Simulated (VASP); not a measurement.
# InSe (d4) (R3m) in VASP: single point with PBEsol+D4

Aim: the single point of InSe (d4) with PBEsol+D4.

Everything below comes from runs of VASP 6.6.1. Logs are shortened: lines on timing, memory, paths and dates and some standing lists are left out, and cuts for length are marked.

**The experiment to reproduce.**

“The Interaction of Hydrogen with the van der Waals Crystal γ-InSe”, 2020, pmc:7321205 reports, for a bulk crystal of InSe at 300 K: band gap 1.25 eV.

The results are compared with them further down.

### 1 The cell of the first run

The structure is trigonal, space group R3m (No. 160). The conventional cell has a = 3.980 Å, b = 3.980 Å, c = 24.479 Å, α = 90.00°, β = 90.00°, γ = 120.00°. Within 3.5 Å of In (site symmetry 3m) lie 3 Se at 2.63 Å and 1 In at 2.76 Å. In (site symmetry 3m) has 3 Se at 2.63 Å and 1 In at 2.76 Å within 3.5 Å. Se (site symmetry 3m) has 3 In at 2.63 Å within 3.5 Å. Se (site symmetry 3m) has 3 In at 2.63 Å within 3.5 Å.

### 2 Single point, PBEsol+D4

INCAR

```
SYSTEM = InSe
ALGO = Normal
EDIFF = 1E-6
ENCUT = 520
GGA = PS
ISIF = 2
ISMEAR = 0
IVDW = 13
LASPH = .TRUE.
LCHARG = .FALSE.
LREAL = .FALSE.
LWAVE = .FALSE.
NBANDS = 27
NELM = 100
PREC = Accurate
SIGMA = 0.02
```

KPOINTS

```
k-points
0
G
  12 12 12
  0 0 0
```

POSCAR

```
InSe
1.0
    1.9898263077      1.1488267544      8.1595809509
   -1.9898263077      1.1488267544      8.1595809509
    0.0000000000     -2.2976535087      8.1595809509
In Se
2 2
Direct
   -0.0006848681     -0.0006848681     -0.0006848681
    0.1120528802      0.1120528802      0.1120528802
    0.6134953819      0.6134953819      0.6134953819
    0.8311366060      0.8311366060      0.8311366060
```

Potentials or basis: VASP PAW PBE potentials, release 64 (In_d, Se).

Started as:

```console
$ cat potpaw_PBE.64/In_d/POTCAR potpaw_PBE.64/Se/POTCAR > POTCAR
$ mpirun -np 1 vasp_std > vasp.out
```

OUTCAR:

```text
SYSTEM = InSe
   EDIFF = 1E-6
   ENCUT = 520
   GGA = PS
   ISIF = 2
   ISMEAR = 0
   IVDW = 13
   LASPH = .TRUE.
   LREAL = .FALSE.
   NELM = 100
   PREC = Accurate

 ion  position               nearest neighbor table
   1  0.999  0.999  0.999-   3 2.63   3 2.63   3 2.63   2 2.76
   2  0.112  0.112  0.112-   4 2.63   4 2.63   4 2.63   1 2.76
   3  0.613  0.613  0.613-   1 2.63   1 2.63   1 2.63
   4  0.831  0.831  0.831-   2 2.63   2 2.63   2 2.63

  LATTYP: Found a trigonal (rhomboedric) cell.
 ALAT       =     8.4769082183
 COS(alpha) =     0.8897990418

  Lattice vectors:

 A1 = (   1.9898263077,   1.1488267544,   8.1595809509)
 A2 = (  -1.9898263077,   1.1488267544,   8.1595809509)
 A3 = (   0.0000000000,  -2.2976535087,   8.1595809509)

Analysis of symmetry for initial positions (statically):
=====================================================================
 Subroutine PRICEL returns:
 Original cell was already a primitive cell.

 Routine SETGRP: Setting up the symmetry group for a
 trigonal (rhombohedral) supercell.

 Subroutine GETGRP returns: Found  6 space group operations
 (whereof  6 operations were pure point group operations)
 out of a pool of 12 trial point group operations.

The static configuration has the point symmetry C_3v.

Analysis of symmetry for dynamics (positions and initial velocities):
=====================================================================
 Subroutine PRICEL returns:
 Original cell was already a primitive cell.

 Routine SETGRP: Setting up the symmetry group for a
 trigonal (rhombohedral) supercell.

 Subroutine GETGRP returns: Found  6 space group operations
 (whereof  6 operations were pure point group operations)
 out of a pool of 12 trial point group operations.

The dynamic configuration has the point symmetry C_3v.

 Subroutine INISYM returns: Found  6 space group operations
 (whereof  6 operations are pure point group operations),
 and found     1 'primitive' translations

----------------------------------------------------------------------------------------

                                     Primitive cell

  volume of cell :     111.9151

  direct lattice vectors                    reciprocal lattice vectors
     1.989826308  1.148826754  8.159580951     0.251278214  0.145075544  0.040851771
    -1.989826308  1.148826754  8.159580951    -0.251278214  0.145075544  0.040851771
     0.000000000 -2.297653509  8.159580951     0.000000000 -0.290151089  0.040851771

  length of vectors
     8.476908218  8.476908218  8.476908218     0.293012835  0.293012835  0.293012835

  position of ions in fractional coordinates (direct lattice)
     0.999315132  0.999315132  0.999315132
     0.112052880  0.112052880  0.112052880
     0.613495382  0.613495382  0.613495382
     0.831136606  0.831136606  0.831136606

  ion indices of the primitive-cell ions
   primitive index   ion index
                 1           1
                 2           2
                 3           3
                 4           4

----------------------------------------------------------------------------------------

 KPOINTS: k-points

Automatic generation of k-mesh.
 Grid dimensions read from file:
 generate k-points for:   12   12   12

 Generating k-lattice:

  Cartesian coordinates                     Fractional coordinates (reciprocal lattice)
     0.020939851  0.012089629  0.003404314     0.083333333  0.000000000  0.000000000
    -0.020939851  0.012089629  0.003404314     0.000000000  0.083333333  0.000000000
     0.000000000 -0.024179257  0.003404314    -0.000000000 -0.000000000  0.083333333

  Length of vectors
     0.024417736  0.024417736  0.024417736

  Shift w.r.t. Gamma in fractional coordinates (k-lattice)
     0.000000000  0.000000000  0.000000000

 Subroutine IBZKPT returns following result:
 ===========================================

 Found    189 irreducible k-points:

 Following reciprocal coordinates:
            Coordinates               Weight
  0.000000  0.000000  0.000000      1.000000
  0.083333  0.000000  0.000000      6.000000
  0.166667  0.000000  0.000000      6.000000
  0.250000  0.000000  0.000000      6.000000
  0.333333  0.000000  0.000000      6.000000
  0.416667  0.000000  0.000000      6.000000
[... 16 lines left out ...]
  0.500000  0.166667  0.000000     12.000000
 -0.416667  0.166667 -0.000000     12.000000
 [... further k-points ...]
   k-points           NKPTS =    189   k-points in BZ     NKDIM =    189   number of bands    NBANDS=     27
   number of dos      NEDOS =    301   number of ions     NIONS =      4
   total plane-waves  NPLWV = 262144
   dimension x,y,z NGX =    64 NGY =   64 NGZ =   64
   dimension x,y,z NGXF=   128 NGYF=  128 NGZF=  128
   ions per type =               2   2
   NGX,Y,Z   is equivalent  to a cutoff of  12.55, 12.55, 12.55 a.u.
   NGXF,Y,Z  is equivalent  to a cutoff of  25.10, 25.10, 25.10 a.u.
 SYSTEM =  InSe
   PREC   = accura    normal or accurate (medium, high low for compatibility)
   ISTART =      0    job   : 0-new  1-cont  2-samecut
   ICHARG =      2    charge: 1-file 2-atom 10-const
   ISPIN  =      1    spin polarized calculation?
   LNONCOLLINEAR =      F non collinear calculations
   LSORBIT =      F    spin-orbit coupling
   LASPH  =      T    aspherical Exc in radial PAW
   ENCUT  =  520.0 eV  38.22 Ry    6.18 a.u.  15.76 15.76 15.76*2*pi/ulx,y,z
   NELM   =    100;   NELMIN=  2; NELMDL= -5     # of ELM steps
   EDIFF  = 0.1E-05   stopping-criterion for ELM
   LREAL  =      F    real-space projection
   EDIFFG = 0.1E-04   stopping-criterion for IOM
   NSW    =      0    number of steps for IOM
   IBRION =     -1    ionic relax: 0-MD 1-quasi-New 2-CG
   NFREE  =      0    steps in history (QN), initial steepest desc. (CG)
   ISIF   =      2    stress and relaxation
   ISYM   =      2    0-nonsym 1-usesym 2-fastsym
   POTIM  = 0.5000    time-step for ionic-motion
   TEBEG  =    0.0;   TEEND  =   0.0 temperature during run
   PSTRESS=    0.0 pullay stress
   NELECT =      38.0000    total number of electrons
   NUPDOWN=      -1.0000    fix difference up-down
   EMIN   =  10.00;   EMAX   =-10.00  energy-range for DOS
   EFERMI =   0.00;   METHOD = LEGACY
   ISMEAR =     0;   SIGMA  =   0.02  broadening in eV -4-tet -1-fermi 0-gaus
   EFERMI_NEDOS =   21; number of points for ismear=-14 and -15
   IALGO  =     38    algorithm
   IMIX   =      4    mixing-type and parameters
     AMIX     =   0.40;   BMIX     =  1.00
     AMIX_MAG =   1.60;   BMIX_MAG =  1.00
  volume/ion in A,a.u.               =      27.98       188.81
  Fermi-wavevector in a.u.,A,eV,Ry     =   1.142106  2.158267 17.747524  1.304406
  Thomas-Fermi vector in A             =   2.278805
   LORBIT       =      0    0 simple, 1 ext, 2 COOP (PROOUT), +10 PAW based schemes
   GGA     = PS    functional components
   LHFCALC =     F    Hartree Fock is set to
   AEXX    =    0.0000 exact exchange contribution
   IVDW    =    13    specifies the selected vdW correction
   LEPSILON=     F    determine dielectric tensor
   LRPA    =     F    only Hartree local field effects (RPA)
 non-spin polarized calculation
 Gauss-broadening in eV      SIGMA  =   0.02
  energy-cutoff  :      520.00
  volume of cell :      111.92
 maximum number of plane-waves:      3043
   NGX = 31   NGY = 31   NGZ = 31

 number of electron      37.9999999 magnetization

 Free energy of the ion-electron system (eV)
  ---------------------------------------------------
  ext. energy  EPLUGINS =         0.00000000
  ---------------------------------------------------
  free energy    TOTEN  =       -15.58104639 eV

  energy without entropy =      -15.58104639  energy(sigma->0) =      -15.58104639

 E-fermi :   4.5928     XC(G=0):  -9.3295

 val. band max:        4.4693448631   @ k =   0.5000   0.5000   0.5000
 cond. band min:       4.7729891468   @ k =   0.5000   0.5000   0.5000
 fundamental gap:      0.3036442837
 Fermi energy:         4.5928007982

 k-point     1 :       0.0000    0.0000    0.0000
  band No.  band energies     occupation
      1     -10.4021      2.00000
      2     -10.1939      2.00000
      3     -10.1939      2.00000
      4     -10.0996      2.00000
      5     -10.0996      2.00000
      6     -10.0905      2.00000
[... 19 lines left out ...]
     26       9.8499      0.00000
     27      12.0130      0.00000

 k-point     2 :       0.0833    0.0000    0.0000
  band No.  band energies     occupation
      1     -10.4024      2.00000
      2     -10.2303      2.00000
      3     -10.1927      2.00000
      4     -10.1346      2.00000
      5     -10.0941      2.00000
      6     -10.0929      2.00000
[... 19 lines left out ...]
     26      10.0252      0.00000
     27      12.0158      0.00000

 k-point     3 :       0.1667    0.0000    0.0000
  band No.  band energies     occupation
      1     -10.4105      2.00000
      2     -10.2994      2.00000
      3     -10.2135      2.00000
      4     -10.1907      2.00000
      5     -10.0990      2.00000
      6     -10.0792      2.00000
[... 19 lines left out ...]
     26      10.4306      0.00000
     27      11.2485      0.00000

 k-point     4 :       0.2500    0.0000    0.0000
  band No.  band energies     occupation
      1     -10.4495      2.00000
      2     -10.3368      2.00000
      3     -10.2985      2.00000
      4     -10.1899      2.00000
      5     -10.1072      2.00000
      6     -10.0589      2.00000
[... 19 lines left out ...]
     26      10.7977      0.00000
     27      11.1314      0.00000

 k-point     5 :       0.3333    0.0000    0.0000
  band No.  band energies     occupation
      1     -10.5037      2.00000
      2     -10.3695      2.00000
      3     -10.3401      2.00000
      4     -10.1906      2.00000
      5     -10.1153      2.00000
      6     -10.0388      2.00000
[... 19 lines left out ...]
     26      11.0316      0.00000
     27      11.5907      0.00000

 k-point     6 :       0.4167    0.0000    0.0000
  band No.  band energies     occupation
      1     -10.5420      2.00000
      2     -10.4145      2.00000
      3     -10.3378      2.00000
      4     -10.1919      2.00000
      5     -10.1211      2.00000
      6     -10.0243      2.00000
[... 444 lines left out ...]
      1     -10.4681      2.00000
      2     -10.3445      2.00000
      3     -10.3313      2.00000
      4     -10.1955      2.00000
      5     -10.1044      2.00000
      6     -10.0546      2.00000
[... 19 lines left out ...]
     26      10.8263      0.00000
     27      11.4729      0.00000

 k-point    22 :       0.4167    0.1667    0.0000
  band No.  band energies     occupation
      1     -10.5100      2.00000
      2     -10.3908      2.00000
      3     -10.3390      2.00000
      4     -10.2007      2.00000
      5     -10.1064      2.00000
      6     -10.0420      2.00000
[... 19 lines left out ...]
     26      11.0566      0.00000
     27      11.4274      0.00000

 k-point    23 :       0.5000    0.1667    0.0000
  band No.  band energies     occupation
      1     -10.5396      2.00000
      2     -10.4254      2.00000
      3     -10.3365      2.00000
      4     -10.2051      2.00000
      5     -10.1080      2.00000
      6     -10.0328      2.00000
[... 19 lines left out ...]
     26      11.3011      0.00000
     27      11.9307      0.00000

 k-point    24 :      -0.4167    0.1667   -0.0000
  band No.  band energies     occupation
      1     -10.5510      2.00000
      2     -10.4361      2.00000
      3     -10.3354      2.00000
      4     -10.2067      2.00000
      5     -10.1085      2.00000
      6     -10.0295      2.00000
[... 19 lines left out ...]
     26      11.4183      0.00000
     27      12.2088      0.00000

 [... further k-points ...]

------------------------ aborting loop because EDIFF is reached ----------------------------------------

  DFT-D4 for vdW energy calculation

  Edisp (eV):   -0.79138

  FORCE on cell =-STRESS in cart. coord.  units (eV):
  Direction    XX          YY          ZZ          XY          YZ          ZX
  --------------------------------------------------------------------------------------
  -------------------------------------------------------------------------------------
  Total       0.05030     0.05030     0.03500     0.00000     0.00000     0.00000
  in kB       0.72007     0.72007     0.50111     0.00000     0.00000     0.00000
  external pressure =        0.65 kB  Pullay stress =        0.00 kB

 VOLUME and BASIS-vectors are now :
 -----------------------------------------------------------------------------
  energy-cutoff  :      520.00
  volume of cell :      111.92
      direct lattice vectors                 reciprocal lattice vectors
     1.989826308  1.148826754  8.159580951     0.251278214  0.145075544  0.040851771
    -1.989826308  1.148826754  8.159580951    -0.251278214  0.145075544  0.040851771
     0.000000000 -2.297653509  8.159580951     0.000000000 -0.290151089  0.040851771

 POSITION                                       TOTAL-FORCE (eV/Angst)
 -----------------------------------------------------------------------------------
      0.00000      0.00000     24.46198         0.000000      0.000000      0.019440
      0.00000      0.00000      2.74291         0.000000     -0.000000     -0.019575
      0.00000      0.00000     15.01760         0.000000     -0.000000     -0.021007
      0.00000      0.00000     20.34518         0.000000      0.000000      0.021143
 -----------------------------------------------------------------------------------
    total drift:                                0.000000      0.000000      0.000137

  FREE ENERGIE OF THE ION-ELECTRON SYSTEM (eV)
  ---------------------------------------------------
  free  energy   TOTEN  =       -16.3724298685 eV

  energy  without entropy=      -16.3724298685  energy(sigma->0) =      -16.37242987
```

It took 33 min on 1 thread of Intel Xeon Platinum 8259CL at 2.50GHz (Skylake/Cascade Lake), shared host; peak memory 0.88 GiB.

What came out:

| Property | Result |
| --- | --- |
| Free energy | -16.3724 eV |
| Pressure | 0.1 GPa |
| Largest force | 0.021 eV/Å |
| Band gap on the k mesh | 0.30 eV, direct |
| Dispersion energy per atom | -0.198 eV |

Forces on the atoms (eV/Å):
```
In   0.000  0.000  0.019
In   0.000  0.000 -0.020
Se   0.000  0.000 -0.021
Se   0.000  0.000  0.021
```

Caveat: the PAW data sets were made with another functional, which shifts forces and pressure a little; spin-orbit coupling is left out, which moves the levels of the heavy elements.

### 3 Comparison with measurements

Step 2. Against the measured gap of InSe, 1.25 eV (300 K; “The Interaction of Hydrogen with the van der Waals Crystal γ-InSe”, 2020, pmc:7321205), the calculated 0.30 eV is off by -0.95 eV. Spin-orbit coupling on In, Se is left out. The value is that of PBEsol+D4 on a finite k mesh, which can miss the band edges, without temperature or zero-point motion. Semilocal functionals fall short of measured gaps as a rule.
